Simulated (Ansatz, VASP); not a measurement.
# O: VASP beside Ansatz

File POSCAR:

```
O
1.0
    4.0422515653      0.0000000000     -0.0511313397
    0.0000000000      4.0261632083      0.0000000000
   -1.0645947909      0.0000000000      2.7914438857
O
4
Direct
    0.3398634887      0.6842025571      0.6702336616
    0.6601365113      0.6842025571      0.8297663384
    0.6601365113      0.3157974429      0.3297663384
    0.3398634887      0.3157974429      0.1702336616
```

Contents of INCAR.step1:

```
PREC = Accurate ; ENCUT = 520
ISMEAR = -1 ; SIGMA = 0.05
LREAL = False ; LASPH = True
NELM = 80 ; NBANDS = 20
GGA = PE ; ALGO = Normal
EDIFF = 1E-4 ; LWAVE = True
LCHARG = False
```

Contents of INCAR.step2:

```
PREC = Accurate ; ENCUT = 520
EDIFF = 1E-7 ; ISMEAR = -1
SIGMA = 0.05 ; LREAL = False
LASPH = True ; NELM = 80
ALGO = Normal ; ISIF = 2
LWAVE = False ; LCHARG = True
METAGGA = R2SCAN ; LMIXTAU = True
LELF = True ; LVHAR = True
NBANDS = 20 ; ISTART = 1
```

KPOINTS

```
Automatic mesh
0
Gamma
  6 4 6
```

Input for Ansatz:

```yaml
crystal:
  lattice:
    - [4.0422515653, 0.0, -0.0511313397]
    - [0.0, 4.0261632083, 0.0]
    - [-1.0645947909, 0.0, 2.7914438857]
  atoms:
    - { symbol: O, position: [0.3398634887, 0.6842025571, 0.6702336616] }
    - { symbol: O, position: [0.6601365113, 0.6842025571, 0.8297663384] }
    - { symbol: O, position: [0.6601365113, 0.3157974429, 0.3297663384] }
    - { symbol: O, position: [0.3398634887, 0.3157974429, 0.1702336616] }
kpoints:
  mp_grid: { grid: [6, 4, 6] }
hamiltonian:
  xc: r2scan
scf:
  occupations: { method: fermi_dirac, width: 0.05 }
  n_extra_bands: 5
output:
  forces: true
  stress: true
  eigenvalues: true
```

Alike in both runs: task single point; functional r2SCAN; k mesh 6 × 4 × 6; occupations fermi-dirac, width 0.05 eV; no spin polarisation.

|  | VASP | Ansatz |
| --- | --- | --- |
| version | VASP 6.6.1 | Ansatz 0.2.0 |
| potentials or method | VASP PAW PBE potentials, release 64 (O) | plane waves |
| plane-wave cutoff (eV) | 520 | 500 |
| valence electrons in the cell | 24 | 24 |

Ansatz gave:

| Item | Value |
| --- | --- |
| pressure (GPa) | 0.9 |
| traceless stress, the component that is largest in VASP (GPa) | -0.21 |
| rms of the force components (eV/Å) | 0.037 |

Question: What did VASP give for the same quantities?

Answer: Pressure (GPa): 4.8; traceless stress, the component that is largest in VASP (GPa): 6.64; rms of the force components (eV/Å): 0.839.

VASP's potentials were made for PBE, not for r2SCAN. Atom by atom the forces differ by 0.875 eV/Å (rms over components). With one functional, cell and mesh, what is left measures potentials, basis and numerics.

Noted on VASP's run: the standard files for N, O and F lose accuracy on very short bonds; spin is off for a triplet molecule.
